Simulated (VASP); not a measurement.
# TaN (P6_3mc) in VASP: single point with PBEsol

Aim: the single point of TaN with PBEsol.

Everything below comes from runs of VASP 6.6.1. Logs are shortened: lines on timing, memory, paths and dates and some standing lists are left out, and cuts for length are marked.

## 1. The cell of the first run

It takes space group P6_3mc (No. 186, hexagonal). The conventional cell has a = 3.050 Å, b = 3.050 Å, c = 5.039 Å, α = 90.00°, β = 90.00°, γ = 120.00°. Ta (site symmetry 3m) has 4 N at 1.85 to 1.94 Å within 2.5 Å. Within 2.5 Å of N (site symmetry 3m) lie 4 Ta at 1.85 to 1.94 Å.

## 2. Single point, PBEsol (strain +0.0200 x Voigt [0, 0, 1, 0, 0, 0])

The input, INCAR:

```
PREC = Accurate
ENCUT = 520
EDIFF = 1E-6
ISMEAR = 0
SIGMA = 0.15
LREAL = False
LASPH = True
NELM = 100
ALGO = Normal
ISIF = 2
LWAVE = False
LCHARG = False
GGA = PS
NBANDS = 24
```

The input, KPOINTS:

```
regular mesh
0
Gamma
  18 18 10
```

The input, POSCAR:

```
TaN
1.0
    3.0500010905      0.0000000000      0.0000000000
   -1.5250005453      2.6413784260      0.0000000000
    0.0000000000      0.0000000000      5.0388000000
Ta N
2 2
Direct
    0.3333333333      0.6666666667      0.0000000000
    0.6666666667      0.3333333333      0.5000000000
    0.3333333333      0.6666666667      0.3850000000
    0.6666666667      0.3333333333      0.8850000000
```

Potentials or basis: VASP PAW PBE potentials, release 64 (Ta_pv, N).

On the command line:

```
> cat potpaw_PBE.64/Ta_pv/POTCAR potpaw_PBE.64/N/POTCAR > POTCAR
> mpirun -np 1 vasp_std > vasp.out
```

OUTCAR:

```text
PREC = Accurate
   ENCUT = 520
   EDIFF = 1E-6
   ISMEAR = 0
   LREAL = False
   LASPH = True
   NELM = 100
   ISIF = 2
   GGA = PS

 ion  position               nearest neighbor table
   1  0.333  0.667  0.000-   4 1.85   4 1.85   4 1.85   3 1.94   2 3.07   2 3.07   2 3.07   2 3.07
                             2 3.07   2 3.07
   2  0.667  0.333  0.500-   3 1.85   3 1.85   3 1.85   4 1.94   1 3.07   1 3.07   1 3.07   1 3.07
                             1 3.07   1 3.07
   3  0.333  0.667  0.385-   2 1.85   2 1.85   2 1.85   1 1.94
   4  0.667  0.333  0.885-   1 1.85   1 1.85   1 1.85   2 1.94

  LATTYP: Found a hexagonal cell.
 ALAT       =     3.0500010905
 C/A-ratio  =     1.6520649831

  Lattice vectors:

 A1 = (   3.0500010905,   0.0000000000,   0.0000000000)
 A2 = (  -1.5250005453,   2.6413784260,   0.0000000000)
 A3 = (   0.0000000000,   0.0000000000,   5.0388000000)

Analysis of symmetry for initial positions (statically):
=====================================================================
 Subroutine PRICEL returns:
 Original cell was already a primitive cell.

 Routine SETGRP: Setting up the symmetry group for a
 hexagonal supercell.

 Subroutine GETGRP returns: Found 12 space group operations
 (whereof  6 operations were pure point group operations)
 out of a pool of 24 trial point group operations.

The static configuration has the point symmetry C_3v.
 The point group associated with its full space group is C_6v.

Analysis of symmetry for dynamics (positions and initial velocities):
=====================================================================
 Subroutine PRICEL returns:
 Original cell was already a primitive cell.

 Routine SETGRP: Setting up the symmetry group for a
 hexagonal supercell.

 Subroutine GETGRP returns: Found 12 space group operations
 (whereof  6 operations were pure point group operations)
 out of a pool of 24 trial point group operations.

The dynamic configuration has the point symmetry C_3v.
 The point group associated with its full space group is C_6v.

 Subroutine INISYM returns: Found 12 space group operations
 (whereof  6 operations are pure point group operations),
 and found     1 'primitive' translations

----------------------------------------------------------------------------------------

                                     Primitive cell

  volume of cell :      40.5936

  direct lattice vectors                    reciprocal lattice vectors
     3.050001090  0.000000000  0.000000000     0.327868735  0.189295103  0.000000000
    -1.525000545  2.641378426  0.000000000     0.000000000  0.378590205  0.000000000
     0.000000000  0.000000000  5.038800000     0.000000000  0.000000000  0.198459951

  length of vectors
     3.050001090  3.050001091  5.038800000     0.378590205  0.378590205  0.198459951

  position of ions in fractional coordinates (direct lattice)
     0.333333333  0.666666667  0.000000000
     0.666666667  0.333333333  0.500000000
     0.333333333  0.666666667  0.385000000
     0.666666667  0.333333333  0.885000000

  ion indices of the primitive-cell ions
   primitive index   ion index
                 1           1
                 2           2
                 3           3
                 4           4

----------------------------------------------------------------------------------------

 KPOINTS: regular mesh

Automatic generation of k-mesh.
 Grid dimensions read from file:
 generate k-points for:   18   18   10

 Generating k-lattice:

  Cartesian coordinates                     Fractional coordinates (reciprocal lattice)
     0.018214930  0.010516395  0.000000000     0.055555556  0.000000000  0.000000000
     0.000000000  0.021032789  0.000000000     0.000000000  0.055555556  0.000000000
     0.000000000  0.000000000  0.019845995     0.000000000  0.000000000  0.100000000

  Length of vectors
     0.021032789  0.021032789  0.019845995

  Shift w.r.t. Gamma in fractional coordinates (k-lattice)
     0.000000000  0.000000000  0.000000000

 Subroutine IBZKPT returns following result:
 ===========================================

 Found    222 irreducible k-points:

 Following reciprocal coordinates:
            Coordinates               Weight
  0.000000  0.000000  0.000000      1.000000
  0.055556 -0.000000  0.000000      6.000000
  0.111111 -0.000000  0.000000      6.000000
  0.166667  0.000000  0.000000      6.000000
  0.222222 -0.000000  0.000000      6.000000
  0.277778  0.000000  0.000000      6.000000
[... 16 lines left out ...]
  0.333333  0.111111  0.000000     12.000000
  0.388889  0.111111  0.000000     12.000000
 [... further k-points ...]
   k-points           NKPTS =    222   k-points in BZ     NKDIM =    222   number of bands    NBANDS=     24
   number of dos      NEDOS =    301   number of ions     NIONS =      4
   total plane-waves  NPLWV =  23040
   dimension x,y,z NGX =    24 NGY =   24 NGZ =   40
   dimension x,y,z NGXF=    48 NGYF=   48 NGZF=   80
   ions per type =               2   2
   NGX,Y,Z   is equivalent  to a cutoff of  13.08, 13.08, 13.20 a.u.
   NGXF,Y,Z  is equivalent  to a cutoff of  26.16, 26.16, 26.39 a.u.
 SYSTEM =  unknown system
   PREC   = accura    normal or accurate (medium, high low for compatibility)
   ISTART =      0    job   : 0-new  1-cont  2-samecut
   ICHARG =      2    charge: 1-file 2-atom 10-const
   ISPIN  =      1    spin polarized calculation?
   LNONCOLLINEAR =      F non collinear calculations
   LSORBIT =      F    spin-orbit coupling
   LASPH  =      T    aspherical Exc in radial PAW
   ENCUT  =  520.0 eV  38.22 Ry    6.18 a.u.   5.67  5.67  9.37*2*pi/ulx,y,z
   NELM   =    100;   NELMIN=  2; NELMDL= -5     # of ELM steps
   EDIFF  = 0.1E-05   stopping-criterion for ELM
   LREAL  =      F    real-space projection
   EDIFFG = 0.1E-04   stopping-criterion for IOM
   NSW    =      0    number of steps for IOM
   IBRION =     -1    ionic relax: 0-MD 1-quasi-New 2-CG
   NFREE  =      0    steps in history (QN), initial steepest desc. (CG)
   ISIF   =      2    stress and relaxation
   ISYM   =      2    0-nonsym 1-usesym 2-fastsym
   POTIM  = 0.5000    time-step for ionic-motion
   TEBEG  =    0.0;   TEEND  =   0.0 temperature during run
   PSTRESS=    0.0 pullay stress
   NELECT =      32.0000    total number of electrons
   NUPDOWN=      -1.0000    fix difference up-down
   EMIN   =  10.00;   EMAX   =-10.00  energy-range for DOS
   EFERMI =   0.00;   METHOD = LEGACY
   ISMEAR =     0;   SIGMA  =   0.15  broadening in eV -4-tet -1-fermi 0-gaus
   EFERMI_NEDOS =   21; number of points for ismear=-14 and -15
   IALGO  =     38    algorithm
   IMIX   =      4    mixing-type and parameters
     AMIX     =   0.40;   BMIX     =  1.00
     AMIX_MAG =   1.60;   BMIX_MAG =  1.00
  volume/ion in A,a.u.               =      10.15        68.48
  Fermi-wavevector in a.u.,A,eV,Ry     =   1.512303  2.857839 31.117359  2.287061
  Thomas-Fermi vector in A             =   2.622246
   LORBIT       =      0    0 simple, 1 ext, 2 COOP (PROOUT), +10 PAW based schemes
   GGA     = PS    functional components
   LHFCALC =     F    Hartree Fock is set to
   AEXX    =    0.0000 exact exchange contribution
   IVDW    =     0    specifies the selected vdW correction
   LEPSILON=     F    determine dielectric tensor
   LRPA    =     F    only Hartree local field effects (RPA)
 non-spin polarized calculation
 Gauss-broadening in eV      SIGMA  =   0.15
  energy-cutoff  :      520.00
  volume of cell :       40.59
 maximum number of plane-waves:      1111
 NGX is ok and might be reduce to    24
   NGX = 11   NGY = 11   NGZ = 19

 number of electron      32.0000001 magnetization

 Free energy of the ion-electron system (eV)
  ---------------------------------------------------
  ext. energy  EPLUGINS =         0.00000000
  ---------------------------------------------------
  free energy    TOTEN  =       -41.34425778 eV

  energy without entropy =      -41.32710104  energy(sigma->0) =      -41.33567941

 E-fermi :   9.3499     XC(G=0): -13.5873

 val. band max:        9.3399843283   @ k =   0.1667   0.1111   0.5000
 cond. band min:       9.3677909664   @ k =   0.3889   0.1111   0.0000
 fundamental gap:      0.0278066381
 Fermi energy:         9.3499194311

 k-point     1 :       0.0000    0.0000    0.0000
  band No.  band energies     occupation
      1     -26.5807      2.00000
      2     -25.5832      2.00000
      3     -25.5832      2.00000
      4     -25.4209      2.00000
      5     -25.4209      2.00000
      6     -25.3615      2.00000
[... 16 lines left out ...]
     23      15.9285      0.00000
     24      15.9285      0.00000

 k-point     2 :       0.0556   -0.0000    0.0000
  band No.  band energies     occupation
      1     -26.5703      2.00000
      2     -25.6157      2.00000
      3     -25.5924      2.00000
      4     -25.4579      2.00000
      5     -25.4264      2.00000
      6     -25.3654      2.00000
[... 16 lines left out ...]
     23      15.9379      0.00000
     24      16.0175      0.00000

 k-point     3 :       0.1111   -0.0000    0.0000
  band No.  band energies     occupation
      1     -26.5402      2.00000
      2     -25.7080      2.00000
      3     -25.6184      2.00000
      4     -25.5621      2.00000
      5     -25.4425      2.00000
      6     -25.3778      2.00000
[... 16 lines left out ...]
     23      15.9655      0.00000
     24      16.4271      0.00000
[... 514 lines left out ...]
 k-point    23 :       0.3333    0.1111    0.0000
  band No.  band energies     occupation
      1     -26.5389      2.00000
      2     -26.3881      2.00000
      3     -26.0657      2.00000
      4     -25.8956      2.00000
      5     -25.6596      2.00000
      6     -25.5816      2.00000
[... 16 lines left out ...]
     23      15.8459      0.00000
     24      17.1350      0.00000

 k-point    24 :       0.3889    0.1111    0.0000
  band No.  band energies     occupation
      1     -26.6061      2.00000
      2     -26.4532      2.00000
      3     -26.0204      2.00000
      4     -25.9192      2.00000
      5     -25.6816      2.00000
      6     -25.6269      2.00000
[... 16 lines left out ...]
     23      15.5523      0.00000
     24      16.6539      0.00000

 [... further k-points ...]

------------------------ aborting loop because EDIFF is reached ----------------------------------------

  FORCE on cell =-STRESS in cart. coord.  units (eV):
  Direction    XX          YY          ZZ          XY          YZ          ZX
  --------------------------------------------------------------------------------------
  -------------------------------------------------------------------------------------
  Total       32.4577068     32.4577068     23.9216631     -0.0000000      0.0000000      0.0000000
  in kB     1281.0635474   1281.0635474    944.1569845     -0.0000000      0.0000000      0.0000000
  external PRESSURE =    1168.7613598 kB  Pullay stress =       0.0000000 kB

 VOLUME and BASIS-vectors are now :
 -----------------------------------------------------------------------------
  energy-cutoff  :      520.00
  volume of cell :       40.59
      direct lattice vectors                 reciprocal lattice vectors
     3.050001090  0.000000000  0.000000000     0.327868735  0.189295103  0.000000000
    -1.525000545  2.641378426  0.000000000     0.000000000  0.378590205  0.000000000
     0.000000000  0.000000000  5.038800000     0.000000000  0.000000000  0.198459951

 POSITION                                       TOTAL-FORCE (eV/Angst)
 -----------------------------------------------------------------------------------
     -0.00000      1.76092      0.00000        -0.000000      0.000000      3.235915
      1.52500      0.88046      2.51940         0.000000     -0.000000      3.235915
     -0.00000      1.76092      1.93994         0.000000     -0.000000     -3.235915
      1.52500      0.88046      4.45934        -0.000000      0.000000     -3.235915
 -----------------------------------------------------------------------------------
    total drift:                                0.000000      0.000000      0.000129

  FREE ENERGIE OF THE ION-ELECTRON SYSTEM (eV)
  ---------------------------------------------------
  free  energy   TOTEN  =       -41.3442577832 eV

  energy  without entropy=      -41.3271010432  energy(sigma->0) =      -41.33567941
```

Run time: 2.4 min. Hardware: 1 thread of Intel Xeon 8259CL, shared host; peak memory 0.3 GiB.

What came out:

```
Free energy            : -41.3443 eV
Pressure               : 116.9 GPa
Largest force          : 3.236 eV/Å
Band gap on the k mesh : zero (bands 16 and 17 overlap by 2.82 eV)
```

Forces on the atoms (eV/Å):
```
Ta   0.000  0.000  3.236
Ta   0.000  0.000  3.236
N    0.000  0.000 -3.236
N    0.000  0.000 -3.236
```

Stress tensor (GPa, compression positive):
```
128.11   0.00   0.00
  0.00 128.11   0.00
  0.00   0.00  94.42
```

Levels at points of the mesh, in eV from the Fermi level:
| k point | band 13 | band 14 | band 15 | band 16 | band 17 | band 18 | band 19 | band 20 |
| --- | --- | --- | --- | --- | --- | --- | --- | --- |
| (0.00, 0.00, 0.00) | -7.76 | -7.64 | -0.67 | -0.67 | -0.34 | 2.25 | 2.64 | 2.64 |
| (0.50, 0.00, 0.00) | -6.08 | -5.15 | -2.37 | -1.06 | 0.53 | 1.55 | 1.98 | 3.73 |
| (0.00, 0.00, 0.50) | -8.29 | -8.29 | 1.20 | 1.20 | 1.20 | 1.20 | 1.91 | 1.91 |
| (0.50, 0.00, 0.50) | -6.35 | -6.35 | -0.52 | -0.52 | 2.12 | 2.12 | 2.31 | 2.31 |

Caveat: the cell differs from its parent crystal (strain +0.0200 x Voigt [0, 0, 1, 0, 0, 0]); the cell stands under pressure; the PAW data sets were made with another functional, which shifts forces and pressure a little; spin-orbit coupling is left out, which moves the levels of the heavy elements.
